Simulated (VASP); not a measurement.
Here is a VASP 6.6.1 calculation.

Contents of INCAR:

```
PREC     = Accurate       # precision mode
ENCUT    = 520            # plane-wave cutoff, eV
EDIFF    = 1E-7           # SCF threshold, eV
ISMEAR   = 0              # smearing method
SIGMA    = 0.1            # smearing width, eV
LREAL    = F              # projectors in reciprocal space
LASPH    = T              # aspherical terms in the spheres
NELM     = 60             # most SCF steps
ALGO     = Fast           # electronic algorithm
ISIF     = 2              # what is computed and relaxed
LWAVE    = F              # write WAVECAR
LCHARG   = F              # write CHGCAR
GGA      = PS             # functional
NBANDS   = 18             # bands
```

KPOINTS

```
Automatic mesh
0
Gamma
  20 20 14
```

The input POSCAR:

```
Cu
1.0
    1.7554483878      1.7554483878      0.0000000000
   -1.7554483878      1.7554483878      0.0000000000
    0.0000000000      0.0000000000      3.7059488740
Cu
2
Direct
    0.0000000000      0.0000000000      0.0000000000
    0.5000000000      0.5000000000      0.5000000000
```

Potentials or basis: VASP PAW PBE potentials, release 64 (Cu).

Command:

```bash
$ cat potpaw_PBE.64/Cu/POTCAR > POTCAR
$ mpirun -np 1 vasp_std > vasp.out
```

Question: Estimate the pressure.

Answer: -0.7 GPa.

Question: What does it give for the band gap on the k mesh?

Answer: Zero (band 11 reaches 14.17 eV, above the bottom of band 12 at 5.93 eV).

Stress tensor (GPa, compression positive):
```
 0.74  0.00  0.00
 0.00  0.74  0.00
 0.00  0.00 -3.50
```

Caveat: the cell differs from its parent crystal (uniaxial strain along c: +4.0 %, then relaxed in part); the PAW data sets were made with another functional, which shifts forces and pressure a little.
